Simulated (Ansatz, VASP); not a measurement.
# One calculation of Os, two programs

```
Os
1.0
     2.75283    0.00000    0.00000
     0.00000    4.35097    0.00000
     0.00000    0.00000   25.33076
Os
10
Direct
  0.00000 0.25000 0.30109
  0.50000 0.75000 0.32721
  0.50000 0.25000 0.39028
  0.00000 0.75000 0.42075
  0.00000 0.25000 0.48458
  0.50000 0.75000 0.51542
  0.50000 0.25000 0.57925
  0.00000 0.75000 0.60972
  0.00000 0.25000 0.67279
  0.50000 0.75000 0.69891
```

Alike in both runs: task single point; functional PBE; k mesh 13 × 8 × 1; occupations gaussian, width 0.1 eV; no spin polarisation.

```csv
,VASP,Ansatz
version,VASP 6.6.1,Ansatz 0.2.0
potentials or method,"VASP PAW PBE potentials, release 64 (Os), cutoff 520 eV","scalar-relativistic, plane waves, PAW"
valence electrons in the cell,80,160
```

Ansatz gave:

| Item | Value |
| --- | --- |
| gap on the k mesh at the Fermi level (eV) | none |
| rms of the force components (eV/Å) | 0.005 |

Which values does VASP return?

gap on the k mesh at the Fermi level (eV): none; rms of the force components (eV/Å): 0.014.

Atom by atom the forces differ by 0.010 eV/Å (rms over components). A gap of «none» marks a metal or a gap that the smearing closes. VASP's potentials hold 80 valence electrons a cell and Ansatz's 160, so a difference there can come from the potentials and not from the codes. Ansatz's warnings: xc potential rough in thin density.

Neither program's run includes spin-orbit coupling.
